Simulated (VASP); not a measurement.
# SnO2 (Pnnm) in VASP: notebook, part 2 of 2

VASP 6.6.1. The steps go on from the part before.

## Step 3: Single point, PBE (atoms displaced along a vibrational mode)

INCAR reads:

```
SYSTEM = SnO2
  PREC = Accurate
  ENCUT = 520
  EDIFF = 1E-6
  ISMEAR = 0
  SIGMA = 0.05
  LREAL = .FALSE.
  LASPH = .TRUE.
  NELM = 80
  ALGO = Normal
  ISIF = 2
  LWAVE = .FALSE.
  LCHARG = .FALSE.
  GGA = PE
  NBANDS = 35
```

KPOINTS reads:

```
Automatic mesh
0
G
  6 6 8
  0 0 0
```

POSCAR reads:

```
SnO2
1.0
    4.8277050007      0.0000000000      0.0000000000
    0.0000000000      4.8277050007      0.0000000000
    0.0000000000      0.0000000000      3.2379909335
Sn O
2 4
Direct
    0.0000000000      0.0000000000      0.0000000000
    0.5000000000      0.5000000000      0.5000000000
    0.3175902253      0.2956199481      0.0000000000
    0.1824097747      0.7956199481      0.5000000000
    0.6824097747      0.7043800519      0.0000000000
    0.8175902253      0.2043800519      0.5000000000
```

Potentials or basis: VASP PAW PBE potentials, release 64 (Sn_d, O).

Run with:

```bash
$ cat potpaw_PBE.64/Sn_d/POTCAR potpaw_PBE.64/O/POTCAR > POTCAR
$ mpirun -np 1 vasp_std > vasp.out
```

OUTCAR:

```text
SYSTEM = SnO2
   PREC = Accurate
   ENCUT = 520
   EDIFF = 1E-6
   ISMEAR = 0
   LREAL = .FALSE.
   LASPH = .TRUE.
   NELM = 80
   ISIF = 2
   GGA = PE

 ion  position               nearest neighbor table
   1  0.000  0.000  0.000-   4 2.09   6 2.09   4 2.09   6 2.09   5 2.09   3 2.09
   2  0.500  0.500  0.500-   3 2.09   5 2.09   3 2.09   5 2.09   4 2.09   6 2.09
   3  0.318  0.296  0.000-   2 2.09   2 2.09   1 2.09
   4  0.182  0.796  0.500-   1 2.09   1 2.09   2 2.09
   5  0.682  0.704  0.000-   2 2.09   2 2.09   1 2.09
   6  0.818  0.204  0.500-   1 2.09   1 2.09   2 2.09

  LATTYP: Found a simple tetragonal cell.
 ALAT       =     4.8277050007
 C/A-ratio  =     0.6707101890

  Lattice vectors:

 A1 = (   4.8277050007,   0.0000000000,   0.0000000000)
 A2 = (   0.0000000000,   4.8277050007,   0.0000000000)
 A3 = (   0.0000000000,   0.0000000000,   3.2379909335)

Analysis of symmetry for initial positions (statically):
=====================================================================
 Subroutine PRICEL returns:
 Original cell was already a primitive cell.

 Routine SETGRP: Setting up the symmetry group for a
 simple tetragonal supercell.

 Subroutine GETGRP returns: Found  8 space group operations
 (whereof  4 operations were pure point group operations)
 out of a pool of 16 trial point group operations.

The static configuration has the point symmetry C_2h.
 The point group associated with its full space group is D_2h.

Analysis of symmetry for dynamics (positions and initial velocities):
=====================================================================
 Subroutine PRICEL returns:
 Original cell was already a primitive cell.

 Routine SETGRP: Setting up the symmetry group for a
 simple tetragonal supercell.
[... 131 lines left out ...]
   IALGO  =     38    algorithm
   IMIX   =      4    mixing-type and parameters
     AMIX     =   0.40;   BMIX     =  1.00
     AMIX_MAG =   1.60;   BMIX_MAG =  1.00
  volume/ion in A,a.u.               =      12.58        84.88
  Fermi-wavevector in a.u.,A,eV,Ry     =   1.445962  2.732472 28.447149  2.090806
  Thomas-Fermi vector in A             =   2.564085
   LORBIT       =      0    0 simple, 1 ext, 2 COOP (PROOUT), +10 PAW based schemes
   GGA     = PE    functional components
   LHFCALC =     F    Hartree Fock is set to
   AEXX    =    0.0000 exact exchange contribution
   IVDW    =     0    specifies the selected vdW correction
   LEPSILON=     F    determine dielectric tensor
   LRPA    =     F    only Hartree local field effects (RPA)
 non-spin polarized calculation
 Gauss-broadening in eV      SIGMA  =   0.05
  energy-cutoff  :      520.00
  volume of cell :       75.47
 maximum number of plane-waves:      2068
   NGX = 17   NGY = 17   NGZ = 13

 number of electron      52.0000010 magnetization

 Free energy of the ion-electron system (eV)
  ---------------------------------------------------
  ext. energy  EPLUGINS =         0.00000000
  ---------------------------------------------------
  free energy    TOTEN  =       -37.30319085 eV

  energy without entropy =      -37.30319085  energy(sigma->0) =      -37.30319085

 E-fermi :   5.7327     XC(G=0): -10.9782

 val. band max:        5.4828308438   @ k =   0.0000   0.0000   0.0000
 cond. band min:       6.2196827114   @ k =   0.0000   0.0000   0.0000
 fundamental gap:      0.7368518677
 Fermi energy:         5.7327327135

 k-point     1 :       0.0000    0.0000    0.0000
  band No.  band energies     occupation
      1     -15.5004      2.00000
      2     -14.8403      2.00000
      3     -14.6490      2.00000
      4     -14.6222      2.00000
      5     -14.6196      2.00000
      6     -14.5553      2.00000
[... 901 lines left out ...]
     34      17.3345      0.00000
     35      17.6233      0.00000

 [... further k-points ...]

------------------------ aborting loop because EDIFF is reached ----------------------------------------

  FORCE on cell =-STRESS in cart. coord.  units (eV):
  Direction    XX          YY          ZZ          XY          YZ          ZX
  --------------------------------------------------------------------------------------
  -------------------------------------------------------------------------------------
  Total        0.3321704     -0.0606250      0.2755445     -0.0000000      0.0000000      0.0000000
  in kB        7.0520347     -1.2870788      5.8498578     -0.0000000      0.0000000      0.0000000
  external PRESSURE =       3.8716046 kB  Pullay stress =       0.0000000 kB

 VOLUME and BASIS-vectors are now :
 -----------------------------------------------------------------------------
  energy-cutoff  :      520.00
  volume of cell :       75.47
      direct lattice vectors                 reciprocal lattice vectors
     4.827705001  0.000000000  0.000000000     0.207137760  0.000000000  0.000000000
     0.000000000  4.827705001  0.000000000     0.000000000  0.207137760  0.000000000
     0.000000000  0.000000000  3.237990933     0.000000000  0.000000000  0.308833477

 POSITION                                       TOTAL-FORCE (eV/Angst)
 -----------------------------------------------------------------------------------
      0.00000      0.00000      0.00000        -0.000000      0.000000      0.000000
      2.41385      2.41385      1.61900        -0.000000      0.000000      0.000000
      1.53323      1.42717      0.00000        -0.043158      0.033261      0.000000
      0.88062      3.84102      1.61900         0.043158      0.033261     -0.000000
      3.29447      3.40054      0.00000         0.043158     -0.033261     -0.000000
      3.94708      0.98669      1.61900        -0.043158     -0.033261      0.000000
 -----------------------------------------------------------------------------------
    total drift:                                0.000000      0.000000      0.000000

  FREE ENERGIE OF THE ION-ELECTRON SYSTEM (eV)
  ---------------------------------------------------
  free  energy   TOTEN  =       -37.3031908455 eV

  energy  without entropy=      -37.3031908455  energy(sigma->0) =      -37.30319085
```

OSZICAR:

```text
N       E                     dE             d eps       ncg     rms          rms(c)
DAV:   1     0.642790563523E+03    0.64279E+03   -0.25483E+04  6122   0.229E+03
DAV:   2     0.597465095818E+02   -0.58304E+03   -0.55012E+03  6051   0.610E+02
DAV:   3    -0.382306179281E+02   -0.97977E+02   -0.95921E+02  6209   0.209E+02
DAV:   4    -0.432973518824E+02   -0.50667E+01   -0.50297E+01  7030   0.515E+01
DAV:   5    -0.434319025855E+02   -0.13455E+00   -0.13435E+00  7041   0.883E+00    0.156E+01
DAV:   6    -0.372324866610E+02    0.61994E+01   -0.17631E+01  8881   0.644E+01    0.603E+00
DAV:   7    -0.373341303755E+02   -0.10164E+00   -0.19944E+00  6498   0.787E+00    0.317E+00
DAV:   8    -0.373102469460E+02    0.23883E-01   -0.18659E-01  8429   0.384E+00    0.739E-01
DAV:   9    -0.373023130446E+02    0.79339E-02   -0.35050E-02  9179   0.279E+00    0.129E-01
DAV:  10    -0.373031110158E+02   -0.79797E-03   -0.41278E-03  7205   0.570E-01    0.461E-02
DAV:  11    -0.373031923671E+02   -0.81351E-04   -0.19742E-04  8601   0.121E-01    0.197E-02
DAV:  12    -0.373031936237E+02   -0.12566E-05   -0.13790E-05  8373   0.267E-02    0.130E-02
DAV:  13    -0.373031906470E+02    0.29767E-05   -0.82958E-06  6717   0.367E-02    0.223E-03
DAV:  14    -0.373031908455E+02   -0.19853E-06   -0.60784E-07  3603   0.553E-03
   1 F= -.37303191E+02 E0= -.37303191E+02  d E =-.138728E-14
```

stdout:

```text
POSCAR found type information on POSCAR SnO
 POSCAR found :  2 types and       6 ions
 scaLAPACK will be used
 LDA part: xc-table for (Slater+PW92), standard interpolation
 POSCAR, INCAR and KPOINTS ok, starting setup
 FFT: planning ... GRIDC
 FFT: planning ... GRID_SOFT
 FFT: planning ... GRID
 WAVECAR not read
 entering main loop
```

Wall time 65 s (1 thread of Intel Xeon 6975P-C (Granite Rapids), shared host); peak memory 0.28 GiB.

Results:

```
Free energy            : -37.3032 eV
Pressure               : 0.4 GPa
Largest force          : 0.054 eV/Å
Band gap on the k mesh : 0.74 eV
```

Forces in eV/Å, atoms in the order of the input:
```
Sn   0.000  0.000  0.000
Sn   0.000  0.000  0.000
O   -0.043  0.033  0.000
O    0.043  0.033  0.000
O    0.043 -0.033  0.000
O   -0.043 -0.033  0.000
```

Caveat: the cell differs from its parent crystal (atoms displaced along a vibrational mode); spin-orbit coupling is left out, which moves the levels of the heavy elements.

## Step 4: Single point, PBE (atoms displaced along a vibrational mode)

INCAR reads:

```
ALGO = Normal
EDIFF = 1E-6
ENCUT = 520
GGA = PE
ISIF = 2
ISMEAR = 0
LASPH = T
LCHARG = F
LREAL = F
LWAVE = F
NBANDS = 35
NELM = 60
PREC = Accurate
SIGMA = 0.05
```

KPOINTS reads:

```
k-points
0
Gamma
  6 6 8
```

POSCAR reads:

```
SnO2
1.0
    4.8277050007      0.0000000000      0.0000000000
    0.0000000000      4.8277050007      0.0000000000
    0.0000000000      0.0000000000      3.2379909335
Sn O
2 4
Direct
    0.0000000000      0.0000000000      0.0000000000
    0.5000000000      0.5000000000      0.5000000000
    0.3102667996      0.3029433738      0.0000000000
    0.1897332004      0.8029433738      0.5000000000
    0.6897332004      0.6970566262      0.0000000000
    0.8102667996      0.1970566262      0.5000000000
```

Run with:

```bash
$ cat potpaw_PBE.64/Sn_d/POTCAR potpaw_PBE.64/O/POTCAR > POTCAR
$ mpirun -np 1 vasp_std > vasp.out
```

Wall time 68 s (1 thread of Intel Xeon 6975P-C (Granite Rapids), shared host); peak memory 0.29 GiB.

The run converged. Its results:

| Item | Value |
| --- | --- |
| Free energy | -37.3102 eV |
| Pressure | 0.6 GPa |
| Largest force | 0.025 eV/Å |
| Band gap on the k mesh | 0.68 eV |

Forces on the atoms (eV/Å):
```
Sn   0.000  0.000  0.000
Sn   0.000  0.000  0.000
O   -0.025 -0.002  0.000
O    0.025 -0.002  0.000
O    0.025  0.002  0.000
O   -0.025  0.002  0.000
```

Stress tensor (GPa, compression positive):
```
0.62 0.00 0.00
0.00 0.34 0.00
0.00 0.00 0.79
```

Levels at points of the mesh, in eV from the valence-band top:
```
           k point  band 22  band 23  band 24  band 25  band 26  band 27  band 28  band 29  band 30  band 31
(0.00, 0.00, 0.00)    -1.26    -1.24    -0.74    -0.72     0.00     0.68     5.69     6.06     6.08    10.13
(0.50, 0.00, 0.00)    -1.91    -1.20    -1.20    -0.62    -0.62     3.90     3.90     6.87     6.87    10.38
(0.00, 0.50, 0.00)    -1.87    -1.20    -1.20    -0.58    -0.58     3.86     3.86     6.75     6.75    10.42
(0.50, 0.50, 0.00)    -1.86    -1.32    -1.32    -0.85    -0.85     4.27     4.27     7.15     7.15    10.48
(0.00, 0.00, 0.50)    -2.57    -1.52    -1.52    -1.17    -1.17     5.59     5.59     9.36     9.36    10.30
(0.50, 0.00, 0.50)    -1.62    -1.03    -1.03    -0.73    -0.73     5.84     5.84     7.58     7.58    10.64
(0.00, 0.50, 0.50)    -1.69    -0.99    -0.99    -0.76    -0.76     5.86     5.86     7.63     7.63    10.52
(0.50, 0.50, 0.50)    -2.43    -0.91    -0.91    -0.77    -0.77     4.35     4.35     8.62     8.62    10.57
```

Caveat: the cell differs from its parent crystal (atoms displaced along a vibrational mode); spin-orbit coupling is left out, which moves the levels of the heavy elements.

## Step 5: The runs side by side

| cell | gap on the mesh (eV) | pressure (GPa) | largest force (eV/Å) |
| --- | --- | --- | --- |
| as given, atomic positions A | 0.84 | 0.0 | 0.10 |
| as given, atomic positions B | 0.74 | 0.4 | 0.05 |
| as given, atomic positions C | 0.68 | 0.6 | 0.03 |

Alike in all rows: task single point; level PBE; potentials or basis VASP PAW PBE potentials, release 64 (Sn_d, O); no spin polarisation; k mesh 6 × 6 × 8; cutoff (eV) 520; smearing gaussian 0.05 eV.

Caveats: spin-orbit coupling is left out, which moves the levels of the heavy elements.

Total energies depend on the potentials used, so only differences within one code and one set of settings carry meaning.
